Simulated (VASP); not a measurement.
# GaAs (F-43m) in VASP: notebook

GaAs is run at these levels: PBE; tasks: single point.

All numbers are computed with VASP 6.6.1; they aren't measurements. Logs are shortened: lines on timing, memory, paths and dates and some standing lists are left out, and cuts for length are marked.

**Experimental background.**

“Evidence of valence band perturbations in GaAsN/GaAs(001): A combined variable-angle spectroscopic ellipsometry and modulated photoreflectance investigation”, 2008, arxiv:0805.2212 reports, for a bulk crystal of GaAs at 300 K: band gap 1.412 ± 0.01 eV (direct); band gap 1.418 ± 0.005 eV (direct).

The runs below are set against these values where they give the same quantity.

## Step 1: The cell of the first run

Symmetry: F-43m, No. 216, cubic system. Conventional cell: a = 5.538 Å, b = 5.538 Å, c = 5.538 Å, α = 90.00°, β = 90.00°, γ = 90.00°. Ga (site symmetry -43m) has 4 As at 2.40 Å within 3.2 Å. Within 3.2 Å of As (site symmetry -43m) lie 4 Ga at 2.40 Å.

## Step 2: Single point, PBE

Input file INCAR:

```
ALGO = Normal ; EDIFF = 1E-6
ENCUT = 520 ; GGA = PE
ISIF = 2 ; ISMEAR = 0
LASPH = True ; LCHARG = False
LREAL = False ; LWAVE = False
NBANDS = 16 ; NELM = 100
PREC = Accurate ; SIGMA = 0.01
```

Input file KPOINTS:

```
k-points
0
Gamma
  6 6 6
```

Input file POSCAR:

```
GaAs
1.0
    0.0000000000      2.7691429914      2.7691429914
    2.7691429914      0.0000000000      2.7691429914
    2.7691429914      2.7691429914      0.0000000000
Ga As
1 1
Direct
    0.0000000000      0.0000000000      0.0000000000
    0.2500000000      0.2500000000      0.2500000000
```

Potentials or basis: VASP PAW PBE potentials, release 64 (Ga_d, As).

Run with:

```sh
cat potpaw_PBE.64/Ga_d/POTCAR potpaw_PBE.64/As/POTCAR > POTCAR
mpirun -np 1 vasp_std > vasp.out
```

OUTCAR:

```text
EDIFF = 1E-6
   ENCUT = 520
   GGA = PE
   ISIF = 2
   ISMEAR = 0
   LASPH = True
   LREAL = False
   NELM = 100
   PREC = Accurate

 ion  position               nearest neighbor table
   1  0.000  0.000  0.000-   2 2.40   2 2.40   2 2.40   2 2.40
   2  0.250  0.250  0.250-   1 2.40   1 2.40   1 2.40   1 2.40

  LATTYP: Found a face centered cubic cell.
 ALAT       =     5.5382859828

  Lattice vectors:

 A1 = (   0.0000000000,   2.7691429914,   2.7691429914)
 A2 = (   2.7691429914,   0.0000000000,   2.7691429914)
 A3 = (   2.7691429914,   2.7691429914,   0.0000000000)

Analysis of symmetry for initial positions (statically):
=====================================================================
 Subroutine PRICEL returns:
 Original cell was already a primitive cell.

 Routine SETGRP: Setting up the symmetry group for a
 face centered cubic supercell.

 Subroutine GETGRP returns: Found 24 space group operations
 (whereof 24 operations were pure point group operations)
 out of a pool of 48 trial point group operations.

The static configuration has the point symmetry T_d .

Analysis of symmetry for dynamics (positions and initial velocities):
=====================================================================
 Subroutine PRICEL returns:
 Original cell was already a primitive cell.

 Routine SETGRP: Setting up the symmetry group for a
 face centered cubic supercell.

 Subroutine GETGRP returns: Found 24 space group operations
 (whereof 24 operations were pure point group operations)
 out of a pool of 48 trial point group operations.

The dynamic configuration has the point symmetry T_d .

 Subroutine INISYM returns: Found 24 space group operations
 (whereof 24 operations are pure point group operations),
 and found     1 'primitive' translations

----------------------------------------------------------------------------------------

                                     Primitive cell

  volume of cell :      42.4684

  direct lattice vectors                    reciprocal lattice vectors
     0.000000000  2.769142991  2.769142991    -0.180561279  0.180561279  0.180561279
     2.769142991  0.000000000  2.769142991     0.180561279 -0.180561279  0.180561279
     2.769142991  2.769142991  0.000000000     0.180561279  0.180561279 -0.180561279

  length of vectors
     3.916159575  3.916159575  3.916159575     0.312741309  0.312741309  0.312741309

  position of ions in fractional coordinates (direct lattice)
[... 69 lines left out ...]
   NELM   =    100;   NELMIN=  2; NELMDL= -5     # of ELM steps
   EDIFF  = 0.1E-05   stopping-criterion for ELM
   LREAL  =      F    real-space projection
   EDIFFG = 0.1E-04   stopping-criterion for IOM
   NSW    =      0    number of steps for IOM
   IBRION =     -1    ionic relax: 0-MD 1-quasi-New 2-CG
   NFREE  =      0    steps in history (QN), initial steepest desc. (CG)
   ISIF   =      2    stress and relaxation
   ISYM   =      2    0-nonsym 1-usesym 2-fastsym
   POTIM  = 0.5000    time-step for ionic-motion
   TEBEG  =    0.0;   TEEND  =   0.0 temperature during run
   PSTRESS=    0.0 pullay stress
   NELECT =      18.0000    total number of electrons
   NUPDOWN=      -1.0000    fix difference up-down
   EMIN   =  10.00;   EMAX   =-10.00  energy-range for DOS
   EFERMI =   0.00;   METHOD = LEGACY
   ISMEAR =     0;   SIGMA  =   0.01  broadening in eV -4-tet -1-fermi 0-gaus
   EFERMI_NEDOS =   21; number of points for ismear=-14 and -15
   IALGO  =     38    algorithm
   IMIX   =      4    mixing-type and parameters
     AMIX     =   0.40;   BMIX     =  1.00
     AMIX_MAG =   1.60;   BMIX_MAG =  1.00
  volume/ion in A,a.u.               =      21.23       143.30
  Fermi-wavevector in a.u.,A,eV,Ry     =   1.229731  2.323856 20.575267  1.512239
  Thomas-Fermi vector in A             =   2.364607
   LORBIT       =      0    0 simple, 1 ext, 2 COOP (PROOUT), +10 PAW based schemes
   GGA     = PE    functional components
   LHFCALC =     F    Hartree Fock is set to
   AEXX    =    0.0000 exact exchange contribution
   IVDW    =     0    specifies the selected vdW correction
   LEPSILON=     F    determine dielectric tensor
   LRPA    =     F    only Hartree local field effects (RPA)
 non-spin polarized calculation
 Gauss-broadening in eV      SIGMA  =   0.01
  energy-cutoff  :      520.00
  volume of cell :       42.47
 maximum number of plane-waves:      1162
 NGX is ok and might be reduce to    30
   NGX = 15   NGY = 15   NGZ = 15

 number of electron      18.0000010 magnetization

 Free energy of the ion-electron system (eV)
  ---------------------------------------------------
  ext. energy  EPLUGINS =         0.00000000
  ---------------------------------------------------
  free energy    TOTEN  =        -8.12486870 eV

  energy without entropy =       -8.12486870  energy(sigma->0) =       -8.12486870

 E-fermi :   4.6138     XC(G=0):  -9.8651

 val. band max:        4.5426965345   @ k =   0.0000   0.0000   0.0000
 cond. band min:       5.5382811537   @ k =   0.0000   0.0000   0.0000
 fundamental gap:      0.9955846192
 Fermi energy:         4.6137522524

 k-point     1 :       0.0000    0.0000    0.0000
  band No.  band energies     occupation
      1     -10.4001      2.00000
      2     -10.4001      2.00000
      3     -10.4001      2.00000
      4     -10.3047      2.00000
      5     -10.3047      2.00000
      6      -8.6477      2.00000
[... 281 lines left out ...]
      3     -10.3456      2.00000
      4     -10.3234      2.00000
      5     -10.2963      2.00000
      6      -5.8017      2.00000
[... 8 lines left out ...]
     15      17.1701      0.00000
     16      18.2906      0.00000

------------------------ aborting loop because EDIFF is reached ----------------------------------------

  FORCE on cell =-STRESS in cart. coord.  units (eV):
  Direction    XX          YY          ZZ          XY          YZ          ZX
  --------------------------------------------------------------------------------------
  -------------------------------------------------------------------------------------
  Total        2.3589589      2.3589589      2.3589589      0.0000000     -0.0000000     -0.0000000
  in kB       88.9948384     88.9948384     88.9948384      0.0000000     -0.0000000     -0.0000000
  external PRESSURE =      88.9948384 kB  Pullay stress =       0.0000000 kB

 VOLUME and BASIS-vectors are now :
 -----------------------------------------------------------------------------
  energy-cutoff  :      520.00
  volume of cell :       42.47
      direct lattice vectors                 reciprocal lattice vectors
     0.000000000  2.769142991  2.769142991    -0.180561279  0.180561279  0.180561279
     2.769142991  0.000000000  2.769142991     0.180561279 -0.180561279  0.180561279
     2.769142991  2.769142991  0.000000000     0.180561279  0.180561279 -0.180561279

 POSITION                                       TOTAL-FORCE (eV/Angst)
 -----------------------------------------------------------------------------------
      0.00000      0.00000      0.00000         0.000000      0.000000      0.000000
      1.38457      1.38457      1.38457        -0.000000     -0.000000     -0.000000
 -----------------------------------------------------------------------------------
    total drift:                                0.000001      0.000001      0.000001

  FREE ENERGIE OF THE ION-ELECTRON SYSTEM (eV)
  ---------------------------------------------------
  free  energy   TOTEN  =        -8.1248687015 eV

  energy  without entropy=       -8.1248687015  energy(sigma->0) =       -8.12486870
```

OSZICAR:

```text
N       E                     dE             d eps       ncg     rms          rms(c)
DAV:   1     0.824105476404E+02    0.82411E+02   -0.87129E+03   520   0.158E+03
DAV:   2    -0.164198777329E+01   -0.84053E+02   -0.80446E+02   592   0.315E+02
DAV:   3    -0.820677084077E+01   -0.65648E+01   -0.65451E+01   608   0.671E+01
DAV:   4    -0.830146377605E+01   -0.94693E-01   -0.94684E-01   632   0.870E+00
DAV:   5    -0.830274592605E+01   -0.12821E-02   -0.12821E-02   632   0.935E-01    0.311E+00
DAV:   6    -0.814803219318E+01    0.15471E+00   -0.21472E-01   776   0.853E+00    0.190E+00
DAV:   7    -0.812349120393E+01    0.24541E-01   -0.74380E-02   688   0.206E+00    0.574E-01
DAV:   8    -0.812434725506E+01   -0.85605E-03   -0.11281E-02   600   0.122E+00    0.135E-01
DAV:   9    -0.812475366710E+01   -0.40641E-03   -0.99333E-04   592   0.350E-01    0.474E-02
DAV:  10    -0.812482030192E+01   -0.66635E-04   -0.79701E-05   680   0.107E-01    0.260E-02
DAV:  11    -0.812486848464E+01   -0.48183E-04   -0.65780E-05   568   0.641E-02    0.268E-03
DAV:  12    -0.812486870151E+01   -0.21687E-06   -0.12105E-06   544   0.176E-02
   1 F= -.81248687E+01 E0= -.81248687E+01  d E =-.925941E-26
```

stdout:

```text
POSCAR found type information on POSCAR GaAs
 POSCAR found :  2 types and       2 ions
 scaLAPACK will be used
 LDA part: xc-table for (Slater+PW92), standard interpolation
 POSCAR, INCAR and KPOINTS ok, starting setup
 FFT: planning ... GRIDC
 FFT: planning ... GRID_SOFT
 FFT: planning ... GRID
 WAVECAR not read
 entering main loop
```

Wall time 10 s (1 thread of Intel Xeon Platinum 8488C (Sapphire Rapids), shared host); peak memory 0.16 GiB.

What came out:

- Free energy: -8.1249 eV
- Pressure: 8.9 GPa
- Band gap on the k mesh: 1.00 eV, direct

Levels at points of the mesh, in eV from the valence-band top:
| k point | band 6 | band 7 | band 8 | band 9 | band 10 | band 11 | band 12 | band 13 |
| --- | --- | --- | --- | --- | --- | --- | --- | --- |
| (0.00, 0.00, 0.00) | -13.19 | 0.00 | 0.00 | 0.00 | 1.00 | 3.73 | 3.73 | 3.73 |
| (0.50, 0.00, 0.00) | -11.22 | -7.00 | -1.24 | -1.24 | 1.17 | 4.64 | 4.64 | 7.80 |
| (0.50, 0.50, 0.00) | -10.40 | -7.12 | -2.91 | -2.91 | 1.33 | 1.61 | 10.66 | 10.66 |

A k mesh can miss the band edges.

(Part 1 of 2 ends here.)
